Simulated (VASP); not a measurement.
H17O8F: single point with PBEsol

The system is H17O8F.

```xyz
26
Lattice="6.4951 0.0000 0.0000 0.0000 6.4951 0.0000 0.0000 0.0000 6.4951" Properties=species:S:1:pos:R:3 pbc="T T T"
O    -0.0959    4.9781    5.2868
O     4.1522    1.4464   -0.1914
O     0.7661    3.4220    1.0339
O     5.8211    2.2490    2.7245
O     2.3653    0.4318    4.3328
O     4.4102    3.5038    4.5563
O     2.8047    2.1121    2.5438
O     1.8732    3.3054    4.8976
H     0.7571    4.4745    5.0030
H     0.1319    5.9672    5.2340
H     4.6863    0.7971    0.3284
H     3.3744    0.9939   -0.6387
H     0.1981    4.1343    0.7023
H     1.2388    3.1477    0.1195
H     5.2777    2.8274    3.3308
H     6.4113    2.7216    2.0919
H     2.6083    1.0102    3.5731
H     2.6915   -0.4626    4.0096
H     5.0743    4.2312    4.8592
H     4.4139    2.7354    5.2490
H     2.2100    2.7616    2.1298
H     3.3872    1.7825    1.8229
H     2.9188    3.4926    4.8489
H     1.6757    2.6174    4.2805
H     5.3561    0.9617    2.5212
F     5.0595    0.0788    2.1318
```

* Program: VASP 6.6.1
* Task: single point
* Functional: PBEsol
* Potentials or basis: VASP PAW PBE potentials, release 64 (O, H, F)
* Cutoff: 520 eV
* k mesh: 1 × 1 × 1
* Occupations: fermi-dirac, width 0.05 eV
* Spin: no spin polarisation
* Dipole correction: no
* Further INCAR settings: LREAL = Auto; ALGO = Normal; EDIFF = 1e-07; NBANDS = 55

| Item | Value |
| --- | --- |
| Pressure | -0.6 GPa |
| Largest force | 2.842 eV/Å |
| Band gap on the k mesh | 4.84 eV |

Forces in eV/Å, atoms in the order of the input:
```
O    0.906  1.535  0.067
O   -0.490  0.048  0.010
O    1.721 -0.835 -2.102
O   -0.415 -0.792  1.130
O    0.403 -2.353  0.710
O   -0.016 -0.285  1.036
O    0.470 -0.068 -0.536
O    0.962  1.687  1.815
H   -0.549  0.152  0.112
H   -0.330 -1.661 -0.148
H   -0.291  0.041 -0.004
H    0.581 -0.122 -0.091
H   -0.347  0.756 -0.190
H   -0.834  0.415  1.636
H   -0.101  0.137 -0.026
H    0.158  0.185 -0.539
H   -0.069  0.730 -0.629
H   -0.463  1.107  0.609
H   -0.212 -0.530 -0.005
H    0.601  0.617 -0.440
H   -0.411  0.279 -0.301
H    0.009  0.122 -0.079
H   -1.074 -0.076 -0.500
H   -0.314 -1.202 -1.001
H    0.562  0.829 -0.184
F   -0.455 -0.720 -0.350
```

Stress tensor (GPa, compression positive):
```
-0.69  0.22  0.57
 0.22 -0.11 -0.39
 0.57 -0.39 -0.88
```

Levels at points of the mesh, in eV from the valence-band top:
```tsv
k point	band 34	band 35	band 36	band 37	band 38	band 39
(0.00, 0.00, 0.00)	-0.55	-0.16	0.00	4.84	7.86	8.22
```

It took 17 s on 1 thread of Intel(R) Xeon(R) 6975P-C (Granite Rapids), with other jobs on the host, peak memory 0.3 GiB.

Caveat: the k points lie up to 0.97 Å⁻¹ apart; the PAW data sets were made with another functional, which shifts forces and pressure a little.
